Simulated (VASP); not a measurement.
A run of VASP 6.6.1:

The input INCAR:

```
PREC     = Accurate       # precision mode
ENCUT    = 1340           # plane-wave cutoff, eV
EDIFF    = 1E-6           # SCF threshold, eV
ISMEAR   = 0              # smearing method
SIGMA    = 0.1            # smearing width, eV
LREAL    = False          # projectors in reciprocal space
LASPH    = True           # aspherical terms in the spheres
NELM     = 120            # most SCF steps
ALGO     = Normal         # electronic algorithm
ISIF     = 2              # what is computed and relaxed
LWAVE    = False          # write WAVECAR
LCHARG   = True           # write CHGCAR
GGA      = PE             # functional
LELF     = True           # ELF
LVHAR    = True         
NBANDS   = 34             # bands
GGA_COMPAT= False
```

File KPOINTS:

```
Automatic mesh
0
Gamma
  4 4 4
```

File POSCAR:

```
Ga3O2
1.0
    3.4656710296      0.0000000000      0.0000000000
    0.0000000000      3.4656710296      0.0000000000
    0.0000000000      0.0000000000      8.0765817351
Ga O
3 2
Direct
    0.0000000000      0.0000000000      0.6913058375
    0.0000000000      0.0000000000      0.3086941625
    0.5000000000      0.5000000000      0.5000000000
    0.0000000000      0.0000000000      0.0846944628
    0.0000000000      0.0000000000      0.9153055372
```

Potentials or basis: VASP PAW PBE potentials, release 64 (Ga_d, O_h).

Run with:

```sh
$ cat potpaw_PBE.64/Ga_d/POTCAR potpaw_PBE.64/O_h/POTCAR > POTCAR
$ mpirun -np 1 vasp_std > vasp.out
```

Hardware: 1 thread of Intel(R) Xeon(R) 6975P-C (Granite Rapids) (shared host).

Problem. Estimate the wall time of this run.

Solution. Run time: 2.1 min on 1 thread of Intel(R) Xeon(R) 6975P-C (Granite Rapids), on a shared host, peak memory 0.5 GiB. Counts: scf iterations 15, k points 18.
